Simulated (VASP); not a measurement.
Ta: relaxation of cell and atoms with PBE

The system is Ta.

```
CELL_PARAMETERS angstrom
0.00000 3.83989 3.83989
3.83989 0.00000 3.83989
3.83989 3.83989 0.00000
ATOMIC_POSITIONS crystal
Ta 0.12500 0.12500 0.12500
Ta 0.12500 0.12500 0.62500
Ta 0.12500 0.62500 0.12500
Ta 0.62500 0.12500 0.12500
Ta 0.50000 0.50000 0.50000
Ta 0.75000 0.75000 0.75000
```

- Program: VASP 6.6.1
- Task: relaxation of cell and atoms
- Functional: PBE
- Potentials or basis: VASP PAW PBE potentials, release 64 (Ta_pv)
- Cutoff: 600 eV
- k mesh: 8 × 8 × 8
- Occupations: gaussian, width 0.1 eV
- Spin: no spin polarisation
- Dipole correction: no
- Further INCAR settings: ALGO = Fast; EDIFF = 1e-06; IBRION = 2; EDIFFG = -0.01; NSW = 100; ISIF = 3

- Pressure after relaxing: 0.0 GPa
- Band gap on the k mesh: zero (band 33 reaches 5.08 eV, above the bottom of band 34 at 4.70 eV)

Final structure:
```
Ta
1.0
     0.00000    3.83989    3.83989
     3.83989    0.00000    3.83989
     3.83989    3.83989    0.00000
Ta
6
Direct
  0.12500 0.12500 0.12500
  0.12500 0.12500 0.62500
  0.12500 0.62500 0.12500
  0.62500 0.12500 0.12500
  0.50000 0.50000 0.50000
  0.75000 0.75000 0.75000
```

Levels at points of the mesh, in eV from the Fermi level:
| k point | band 30 | band 31 | band 32 | band 33 | band 34 | band 35 | band 36 | band 37 |
| --- | --- | --- | --- | --- | --- | --- | --- | --- |
| (0.00, 0.00, 0.00) | -0.56 | 0.19 | 0.19 | 0.19 | 1.64 | 1.64 | 1.64 | 2.24 |
| (0.50, 0.00, 0.00) | -0.53 | -0.47 | -0.18 | -0.18 | 0.04 | 1.42 | 1.42 | 1.93 |
| (0.50, 0.50, 0.00) | -0.99 | -0.56 | -0.56 | -0.10 | -0.10 | 1.05 | 1.05 | 2.04 |

Wall time 97 s on 1 thread of Intel(R) Xeon(R) 6975P-C (Granite Rapids), with other jobs on the host, peak memory 0.37 GiB.

Caveat: the relaxation stopped at its first step, so nothing moved; spin-orbit coupling is left out, which moves the levels of the heavy elements.
